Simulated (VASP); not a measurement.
# Li4TaO (I422) in VASP: notebook

The runs below take Li4TaO through relaxation of cell and atoms, single point, with PBE.

Program: VASP 6.6.1. These are calculated values, not measurements. Logs are shortened: lines on timing, memory, paths and dates and some standing lists are left out, and cuts for length are marked.

**1. The cell of the first run**

Symmetry: I422, No. 97, tetragonal system. Conventional cell: a = 7.379 Å, b = 7.379 Å, c = 3.885 Å, α = 90.00°, β = 90.00°, γ = 90.00°. Within 3.7 Å of Li (site symmetry 2) lie 7 Li at 2.84 to 3.14 Å and 2 Ta at 2.97 Å and 2 O at 2.97 Å. Ta (site symmetry 422) has 2 O at 1.94 Å within 2.6 Å. O (site symmetry 422) has 2 Ta at 1.94 Å within 2.6 Å.

**2. Relaxation of cell and atoms, PBE**

Input file INCAR:

```
SYSTEM = Li4TaO
ALGO = Normal ; EDIFF = 1E-6
EDIFFG = -0.01 ; ENCUT = 600
GGA = PE ; IBRION = 2
ISIF = 3 ; ISMEAR = 0
LASPH = .TRUE. ; LCHARG = .FALSE.
LREAL = .FALSE. ; LWAVE = .FALSE.
NELM = 100 ; NSW = 100
PREC = Accurate ; SIGMA = 0.1
```

Input file KPOINTS:

```
k-points
0
G
  12 12 12
  0 0 0
```

Input file POSCAR:

```
Li4TaO
1.0
   -3.6896457500      3.6896457500      1.9423459054
    3.6896457500     -3.6896457500      1.9423459054
    3.6896457500      3.6896457500     -1.9423459054
Li Ta O
4 1 1
Direct
    0.9006663708      0.4006663708      0.8013327415
    0.5993336292      0.0993336292      0.1986672585
    0.0993336292      0.9006663708      0.5000000000
    0.4006663708      0.5993336292      0.5000000000
    0.5000000000      0.5000000000      0.0000000000
    0.0000000000      0.0000000000      0.0000000000
```

Potentials or basis: VASP PAW PBE potentials, release 64 (Li_sv, Ta_pv, O).

Started as:

```sh
cat potpaw_PBE.64/Li_sv/POTCAR potpaw_PBE.64/Ta_pv/POTCAR potpaw_PBE.64/O/POTCAR > POTCAR
mpirun -np 1 vasp_std > vasp.out
```

OUTCAR:

```text
SYSTEM = Li4TaO
   EDIFF = 1E-6
   EDIFFG = -0.01
   ENCUT = 600
   GGA = PE
   IBRION = 2
   ISIF = 3
   ISMEAR = 0
   LASPH = .TRUE.
   LREAL = .FALSE.
   NELM = 100
   NSW = 100
   PREC = Accurate

 ion  position               nearest neighbor table
   1  0.901  0.401  0.801-   5 2.97   5 2.97
   2  0.599  0.099  0.199-   5 2.97   5 2.97
   3  0.099  0.901  0.500-   5 2.97   5 2.97
   4  0.401  0.599  0.500-   5 2.97   5 2.97
   5  0.500  0.500  0.000-   6 1.94   6 1.94   3 2.97   4 2.97   3 2.97   4 2.97   1 2.97   2 2.97
                             1 2.97   2 2.97
   6  0.000  0.000  0.000-   5 1.94   5 1.94

  LATTYP: Found a body centered tetragonal cell.
 ALAT       =     7.3792915000
 C/A-ratio  =     0.5264315430

  Lattice vectors:

 A1 = (  -3.6896457500,   3.6896457500,   1.9423459054)
 A2 = (   3.6896457500,  -3.6896457500,   1.9423459054)
 A3 = (   3.6896457500,   3.6896457500,  -1.9423459054)

Analysis of symmetry for initial positions (statically):
=====================================================================
 Subroutine PRICEL returns:
 Original cell was already a primitive cell.

 Routine SETGRP: Setting up the symmetry group for a
 body centered tetragonal supercell.

 Subroutine GETGRP returns: Found  8 space group operations
 (whereof  8 operations were pure point group operations)
 out of a pool of 16 trial point group operations.

The static configuration has the point symmetry D_4 .

Analysis of symmetry for dynamics (positions and initial velocities):
=====================================================================
 Subroutine PRICEL returns:
 Original cell was already a primitive cell.

 Routine SETGRP: Setting up the symmetry group for a
 body centered tetragonal supercell.

 Subroutine GETGRP returns: Found  8 space group operations
 (whereof  8 operations were pure point group operations)
 out of a pool of 16 trial point group operations.

The dynamic configuration has the point symmetry D_4 .

 Subroutine INISYM returns: Found  8 space group operations
 (whereof  8 operations are pure point group operations),
 and found     1 'primitive' translations

----------------------------------------------------------------------------------------

                                     Primitive cell

  volume of cell :     105.7684

  direct lattice vectors                    reciprocal lattice vectors
    -3.689645750  3.689645750  1.942345905     0.000000000  0.135514365  0.257420678
     3.689645750 -3.689645750  1.942345905     0.135514365  0.000000000  0.257420678
     3.689645750  3.689645750 -1.942345905     0.135514365  0.135514365  0.000000000

  length of vectors
     5.567735548  5.567735548  5.567735548     0.290911582  0.290911582  0.191646253

  position of ions in fractional coordinates (direct lattice)
     0.900666371  0.400666371  0.801332741
     0.599333629  0.099333629  0.198667259
     0.099333629  0.900666371  0.500000000
     0.400666371  0.599333629  0.500000000
     0.500000000  0.500000000  0.000000000
     0.000000000  0.000000000  0.000000000

  ion indices of the primitive-cell ions
   primitive index   ion index
                 1           1
                 2           2
                 3           3
                 4           4
                 5           5
                 6           6

----------------------------------------------------------------------------------------

 KPOINTS: k-points

Automatic generation of k-mesh.
 Grid dimensions read from file:
 generate k-points for:   12   12   12

 Generating k-lattice:

  Cartesian coordinates                     Fractional coordinates (reciprocal lattice)
     0.000000000  0.011292864  0.021451723     0.083333333  0.000000000  0.000000000
     0.011292864  0.000000000  0.021451723     0.000000000  0.083333333  0.000000000
     0.011292864  0.011292864  0.000000000     0.000000000  0.000000000  0.083333333

  Length of vectors
     0.024242632  0.024242632  0.015970521

  Shift w.r.t. Gamma in fractional coordinates (k-lattice)
     0.000000000  0.000000000  0.000000000

 Subroutine IBZKPT returns following result:
 ===========================================

 Found    163 irreducible k-points:

 Following reciprocal coordinates:
            Coordinates               Weight
  0.000000  0.000000  0.000000      1.000000
  0.083333  0.000000 -0.000000      8.000000
  0.166667  0.000000  0.000000      8.000000
  0.250000  0.000000 -0.000000      8.000000
  0.333333  0.000000  0.000000      8.000000
  0.416667 -0.000000  0.000000      8.000000
[... 16 lines left out ...]
  0.500000  0.166667 -0.000000     16.000000
 -0.416667  0.166667 -0.000000     16.000000
 [... further k-points ...]
   k-points           NKPTS =    163   k-points in BZ     NKDIM =    163   number of bands    NBANDS=     18
   number of dos      NEDOS =    301   number of ions     NIONS =      6
   total plane-waves  NPLWV = 110592
   dimension x,y,z NGX =    48 NGY =   48 NGZ =   48
   dimension x,y,z NGXF=    96 NGYF=   96 NGZF=   96
   ions per type =               4   1   1
   NGX,Y,Z   is equivalent  to a cutoff of  14.33, 14.33, 14.33 a.u.
   NGXF,Y,Z  is equivalent  to a cutoff of  28.66, 28.66, 28.66 a.u.
 SYSTEM =  Li4TaO
   PREC   = accura    normal or accurate (medium, high low for compatibility)
   ISTART =      0    job   : 0-new  1-cont  2-samecut
   ICHARG =      2    charge: 1-file 2-atom 10-const
   ISPIN  =      1    spin polarized calculation?
   LNONCOLLINEAR =      F non collinear calculations
   LSORBIT =      F    spin-orbit coupling
   LASPH  =      T    aspherical Exc in radial PAW
   ENCUT  =  600.0 eV  44.10 Ry    6.64 a.u.  11.12 11.12 11.12*2*pi/ulx,y,z
   NELM   =    100;   NELMIN=  2; NELMDL= -5     # of ELM steps
   EDIFF  = 0.1E-05   stopping-criterion for ELM
   LREAL  =      F    real-space projection
   EDIFFG = -.1E-01   stopping-criterion for IOM
   NSW    =    100    number of steps for IOM
   IBRION =      2    ionic relax: 0-MD 1-quasi-New 2-CG
   NFREE  =      1    steps in history (QN), initial steepest desc. (CG)
   ISIF   =      3    stress and relaxation
   ISYM   =      2    0-nonsym 1-usesym 2-fastsym
   POTIM  = 0.5000    time-step for ionic-motion
   TEBEG  =    0.0;   TEEND  =   0.0 temperature during run
   PSTRESS=    0.0 pullay stress
   NELECT =      29.0000    total number of electrons
   NUPDOWN=      -1.0000    fix difference up-down
   EMIN   =  10.00;   EMAX   =-10.00  energy-range for DOS
   EFERMI =   0.00;   METHOD = LEGACY
   ISMEAR =     0;   SIGMA  =   0.10  broadening in eV -4-tet -1-fermi 0-gaus
   EFERMI_NEDOS =   21; number of points for ismear=-14 and -15
   IALGO  =     38    algorithm
   IMIX   =      4    mixing-type and parameters
     AMIX     =   0.40;   BMIX     =  1.00
     AMIX_MAG =   1.60;   BMIX_MAG =  1.00
  volume/ion in A,a.u.               =      17.63       118.96
  Fermi-wavevector in a.u.,A,eV,Ry     =   1.063544  2.009807 15.389906  1.131126
  Thomas-Fermi vector in A             =   2.199033
   LORBIT       =      0    0 simple, 1 ext, 2 COOP (PROOUT), +10 PAW based schemes
   GGA     = PE    functional components
   LHFCALC =     F    Hartree Fock is set to
   AEXX    =    0.0000 exact exchange contribution
   IVDW    =     0    specifies the selected vdW correction
   LEPSILON=     F    determine dielectric tensor
   LRPA    =     F    only Hartree local field effects (RPA)
 conjugate gradient relaxation of ions
 non-spin polarized calculation
 Gauss-broadening in eV      SIGMA  =   0.10
  energy-cutoff  :      600.00
  volume of cell :      105.77
 maximum number of plane-waves:      3550
 NGX is ok and might be reduce to    48
   NGX = 23   NGY = 23   NGZ = 23

--------------------------------------- Ionic step        1  -------------------------------------------

 number of electron      29.0000009 magnetization

 Free energy of the ion-electron system (eV)
  ---------------------------------------------------
  ext. energy  EPLUGINS =         0.00000000
  ---------------------------------------------------
  free energy    TOTEN  =       -25.99244916 eV

  energy without entropy =      -25.96694121  energy(sigma->0) =      -25.97969518

------------------------ aborting loop because EDIFF is reached ----------------------------------------

  FORCE on cell =-STRESS in cart. coord.  units (eV):
  Direction    XX          YY          ZZ          XY          YZ          ZX
  --------------------------------------------------------------------------------------
  -------------------------------------------------------------------------------------
  Total       -0.0942679     -0.0942679      0.1578874      0.0000000      0.0000000      0.0000000
  in kB       -1.4279680     -1.4279680      2.3916745      0.0000000      0.0000000      0.0000000
  external PRESSURE =      -0.1547538 kB  Pullay stress =       0.0000000 kB
[... 145 lines left out ...]
  energy  without entropy=      -25.9673683921  energy(sigma->0) =      -25.98008560

--------------------------------------- Ionic step        5  -------------------------------------------

 number of electron      29.0000012 magnetization

 Free energy of the ion-electron system (eV)
  ---------------------------------------------------
  ext. energy  EPLUGINS =         0.00000000
  ---------------------------------------------------
  free energy    TOTEN  =       -25.99290041 eV

  energy without entropy =      -25.96758689  energy(sigma->0) =      -25.98024365

 E-fermi :   1.8971     XC(G=0):  -8.3972

 val. band max:        1.8957663635   @ k =  -0.4167   0.4167   0.3333
 cond. band min:       1.9006577337   @ k =  -0.3333  -0.4167   0.2500
 fundamental gap:      0.0048913702
 Fermi energy:         1.8970929640

 k-point     1 :       0.0000    0.0000    0.0000
  band No.  band energies     occupation
      1     -44.4013      2.00000
      2     -44.3827      2.00000
      3     -44.3758      2.00000
      4     -44.3758      2.00000
      5     -33.8166      2.00000
      6     -33.0750      2.00000
[... 10 lines left out ...]
     17       2.6952      0.00000
     18       3.5894      0.00000
[... 466 lines left out ...]
      2     -44.3857      2.00000
      3     -44.3790      2.00000
      4     -44.3761      2.00000
      5     -33.8930      2.00000
      6     -33.0719      2.00000
[... 10 lines left out ...]
     17       3.4207      0.00000
     18       3.8260      0.00000

 [... further k-points ...]

------------------------ aborting loop because EDIFF is reached ----------------------------------------

  FORCE on cell =-STRESS in cart. coord.  units (eV):
  Direction    XX          YY          ZZ          XY          YZ          ZX
  --------------------------------------------------------------------------------------
  -------------------------------------------------------------------------------------
  Total       -0.0008015     -0.0008015     -0.0067594      0.0000000      0.0000000      0.0000000
  in kB       -0.0122158     -0.0122158     -0.1030207      0.0000000      0.0000000      0.0000000
  external PRESSURE =      -0.0424841 kB  Pullay stress =       0.0000000 kB
[... 21 lines left out ...]
  FREE ENERGIE OF THE ION-ELECTRON SYSTEM (eV)
  ---------------------------------------------------
  free  energy   TOTEN  =       -25.9929004061 eV

  energy  without entropy=      -25.9675868885  energy(sigma->0) =      -25.98024365

 reached required accuracy - stopping structural energy minimisation
```

Run time: 12 min. Hardware: 1 thread of Intel Xeon Platinum 8559C (Emerald Rapids), shared host; peak memory 0.62 GiB.

Results:

| Property | Result |
| --- | --- |
| Free energy | -25.9929 eV |
| Relaxed volume | 17.52 Å³/atom |
| Relaxed cell | a = 5.550 Å, b = 5.550 Å, c = 5.550 Å, α = 97.05°, β = 97.05°, γ = 138.98° |
| Space group after relaxing (to 0.05 Å) | I422 (No. 97) |
| Energy gained by relaxing | 0.1 meV/atom |
| Ionic steps | 5 |
| Pressure after relaxing | 0.0 GPa |

The path:
```
step  energy change (eV)  largest force (eV/Å)  pressure (GPa)  volume (Å³)
   1              0.0000                0.0020           -0.02       105.77
   2             -0.0002                0.0022           -0.13       105.74
   3             -0.0002                0.0022           -0.15       105.74
   4             -0.0004                0.0013           -0.10       105.50
   5             -0.0005                0.0010            0.00       105.12
```

Final structure:
```
CELL_PARAMETERS angstrom
-3.67592 3.67592 1.94492
3.67592 -3.67592 1.94492
3.67592 3.67592 -1.94492
ATOMIC_POSITIONS crystal
Li 0.90071 0.40071 0.80143
Li 0.59929 0.09929 0.19857
Li 0.09929 0.90071 0.50000
Li 0.40071 0.59929 0.50000
Ta 0.50000 0.50000 0.00000
O 0.00000 0.00000 0.00000
```

Caveat: the cutoff is under 1.25 times the usual one of these potentials, so pressure, stress and relaxed cells hold a basis-set (Pulay) error; spin-orbit coupling is left out, which moves the levels of the heavy elements; an odd number of electrons without spin polarisation forces a metal; a magnetic or distorted state may lie lower.

**3. Single point, PBE, collinear spin, ferromagnetic start**

This run uses another cell than the first one, of 14.79 Å³/atom, 0.839 times its volume.

Input file INCAR:

```
SYSTEM = Li4TaO
PREC = Accurate
ENCUT = 520
EDIFF = 1E-7
ISMEAR = 0
SIGMA = 0.1
LREAL = .FALSE.
LASPH = .TRUE.
NELM = 150
ALGO = Normal
ISIF = 2
LWAVE = .FALSE.
LCHARG = .FALSE.
ISPIN = 2
MAGMOM = 0 0 0 0 1 0
LORBIT = 11
LMAXMIX = 4
GGA = PE
NBANDS = 28
```

Input file KPOINTS:

```
regular mesh
0
G
  4 4 4
  0 0 0
```

Input file POSCAR:

```
Li4TaO
1.0
   -2.9516087100      2.9516087100      2.5456386800
    2.9516087100     -2.9516087100      2.5456386800
    2.9516087100      2.9516087100     -2.5456386800
Li Ta O
4 1 1
Direct
    0.9199750100      0.4199750100      0.8399500300
    0.5800249900      0.0800249900      0.1600499700
    0.0800249900      0.9199750100      0.5000000000
    0.4199750100      0.5800249900      0.5000000000
    0.5000000000      0.5000000000      0.0000000000
    0.0000000000      0.0000000000      0.0000000000
```

Potentials or basis: VASP PAW PBE potentials, release 64 (Li_sv, Ta_pv, O).

Started as:

```sh
cat potpaw_PBE.64/Li_sv/POTCAR potpaw_PBE.64/Ta_pv/POTCAR potpaw_PBE.64/O/POTCAR > POTCAR
mpirun -np 1 vasp_std > vasp.out
```

Wall time 74 s (1 thread of Intel Xeon Platinum 8124M at 3.00GHz (Skylake/Cascade Lake), shared host); peak memory 0.26 GiB.

It converged, with:

```
Free energy                                           : -22.2921 eV
Largest force                                         : 0.341 eV/Å
Net moment                                            : 3.07 μB per cell
Site moments                                          : Li +0.03; Ta +1.76; O +0.05 μB
Valence electrons inside the program's atomic spheres : Li 2.11; Ta 8.86; O 4.82
```

Forces on the atoms (eV/Å):
```
Li  -0.241 -0.241  0.000
Li   0.241  0.241  0.000
Li  -0.241  0.241  0.000
Li   0.241 -0.241  0.000
Ta   0.000  0.000  0.000
O    0.000  0.000  0.000
```

Levels at points of the mesh, in eV from the Fermi level:
Spin up:
```csv
k point,band 12,band 13,band 14,band 15,band 16,band 17,band 18,band 19,band 20,band 21
"(0.00, 0.00, 0.00)",-3.51,-1.40,-1.00,-1.00,-0.64,1.17,2.23,2.23,3.69,4.24
"(0.50, 0.00, 0.00)",-2.28,-1.28,-1.15,-0.51,0.10,0.13,1.41,3.14,3.66,4.15
"(0.50, 0.50, 0.00)",-3.13,-1.18,-1.02,-0.75,-0.61,-0.39,0.98,1.40,4.15,4.65
"(0.50, 0.50, 0.50)",-2.93,-2.31,-0.84,-0.84,-0.69,0.55,1.54,1.54,2.90,3.66
```
Spin down:
```
           k point  band 10  band 11  band 12  band 13  band 14  band 15  band 16  band 17
(0.00, 0.00, 0.00)    -3.36    -3.36    -3.32     0.01     0.45     0.53     0.53     2.06
(0.50, 0.00, 0.00)    -3.89    -3.70    -1.41    -0.66    -0.22     0.83     1.55     1.59
(0.50, 0.50, 0.00)    -3.89    -3.36    -1.94    -0.35     0.49     0.51     0.52     0.92
(0.50, 0.50, 0.50)    -3.57    -3.57    -1.76    -1.74     0.72     0.72     1.00     1.35
```

Caveat: the k points lie up to 0.41 Å⁻¹ apart; the cutoff is under 1.25 times the usual one of these potentials, so pressure, stress and relaxed cells hold a basis-set (Pulay) error; spin-orbit coupling is left out, which moves the levels of the heavy elements.

**4. Single point, PBE**

Input file INCAR:

```
SYSTEM = Li4TaO
PREC = Accurate
ENCUT = 520
EDIFF = 1E-6
ISMEAR = 0
SIGMA = 0.1
LREAL = .FALSE.
LASPH = .TRUE.
NELM = 100
ALGO = Normal
ISIF = 2
LWAVE = .FALSE.
LCHARG = .TRUE.
GGA = PE
LELF = .TRUE.
LVHAR = .TRUE.
NBANDS = 24
```

Input file KPOINTS:

```
Automatic mesh
0
G
  12 12 12
  0 0 0
```

Input file POSCAR:

```
Li4TaO
1.0
   -3.6896457500      3.6896457500      1.9423459054
    3.6896457500     -3.6896457500      1.9423459054
    3.6896457500      3.6896457500     -1.9423459054
Li Ta O
4 1 1
Direct
    0.9006663708      0.4006663708      0.8013327416
    0.5993336292      0.0993336292      0.1986672584
    0.0993336292      0.9006663708      0.5000000000
    0.4006663708      0.5993336292      0.5000000000
    0.5000000000      0.5000000000      0.0000000000
    0.0000000000      0.0000000000      0.0000000000
```

Started as:

```sh
cat potpaw_PBE.64/Li_sv/POTCAR potpaw_PBE.64/Ta_pv/POTCAR potpaw_PBE.64/O/POTCAR > POTCAR
mpirun -np 1 vasp_std > vasp.out
```

It took 7 min on 1 thread of Intel Xeon Platinum 8124M at 3.00GHz (Skylake/Cascade Lake), shared host; peak memory 0.52 GiB.

It converged, with:

| Quantity | Value |
| --- | --- |
| Free energy | -25.9907 eV |

Levels at points of the mesh, in eV from the Fermi level:
```tsv
k point	band 13	band 14	band 15	band 16	band 17	band 18
(0.00, 0.00, 0.00)	-1.19	-0.22	0.30	0.30	0.77	1.67
(0.50, 0.00, 0.00)	-0.76	-0.54	-0.07	1.03	1.76	1.85
(0.50, 0.50, 0.00)	-1.66	-0.49	-0.27	0.34	0.41	1.78
(0.50, 0.50, 0.50)	-2.02	-0.22	-0.22	0.20	0.46	0.46
```

Caveat: the cutoff is under 1.25 times the usual one of these potentials, so pressure, stress and relaxed cells hold a basis-set (Pulay) error; spin-orbit coupling is left out, which moves the levels of the heavy elements; an odd number of electrons without spin polarisation forces a metal; a magnetic or distorted state may lie lower.

**5. Overview**

| task | spin | cell | k mesh | cutoff (eV) | gap on the mesh (eV) |
| --- | --- | --- | --- | --- | --- |
| relaxation of cell and atoms | off | relaxed from a = 5.568 Å, angles 97.0, 97.0, 139.2°, 6 atoms | 12 × 12 × 12 | 600 | none |
| single point | collinear, ferromagnetic start | a = 4.889 Å, angles 105.7, 105.7, 117.2°, 6 atoms | 4 × 4 × 4 | 520 | none |
| single point | off | a = 5.568 Å, angles 97.0, 97.0, 139.2°, 6 atoms | 12 × 12 × 12 | 520 | none |

Alike in all rows: level PBE; potentials or basis VASP PAW PBE potentials, release 64 (Li_sv, Ta_pv, O); smearing gaussian 0.1 eV.

Caveats: some runs use coarse meshes; the cutoff is under 1.25 times the usual one of these potentials, so pressure, stress and relaxed cells hold a basis-set (Pulay) error; spin-orbit coupling is left out, which moves the levels of the heavy elements; an odd number of electrons without spin polarisation forces a metal (some runs); a magnetic or distorted state may lie lower (some runs).

Absolute energies hang on the potentials; compare differences alone.
